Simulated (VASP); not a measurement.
**MgS: single point with PBEsol-based screened hybrid with 25 % exact exchange**

Crystal: MgS.

```
S Mg
1.0
     0.00000    2.58318    2.58318
     2.58318    0.00000    2.58318
     2.58318    2.58318    0.00000
S Mg
1 1
Direct
  0.50000 0.50000 0.50000
  0.00000 0.00000 0.00000
```

* Program: VASP 6.6.1
* Task: single point
* Functional: PBEsol-based screened hybrid with 25 % exact exchange
* Potentials or basis: VASP PAW PBE potentials, release 64 (S, Mg)
* Cutoff: 520 eV
* k mesh: 5 × 5 × 5
* Occupations: fermi-dirac, width 0.05 eV
* Spin: no spin polarisation
* Dipole correction: no
* Grid for exact exchange (PRECFOCK): Normal
* Share of exact exchange: 0.25
* Further INCAR settings: ALGO = Normal; EDIFF = 1e-06; NBANDS = 11
* Screening parameter: 0.207 1/Å

| Item | Value |
| --- | --- |
| Pressure | -0.3 GPa |
| Band gap on the k mesh | 4.19 eV (least direct gap 4.89 eV) |

Levels at points of the mesh, in eV from the valence-band top:
```csv
k point,band 2,band 3,band 4,band 5,band 6,band 7
"(0.00, 0.00, 0.00)",0.00,0.00,0.00,4.89,9.03,9.03
```

It took 9.7 min on 1 thread of AMD EPYC 7R43 64-Core Processor (Zen 3), with other jobs on the host, peak memory 0.24 GiB.

Caveat: the k points lie up to 0.42 Å⁻¹ apart; the PAW data sets were made with another functional, which shifts forces and pressure a little; an odd mesh through Γ misses points on the zone boundary, where band edges can lie.
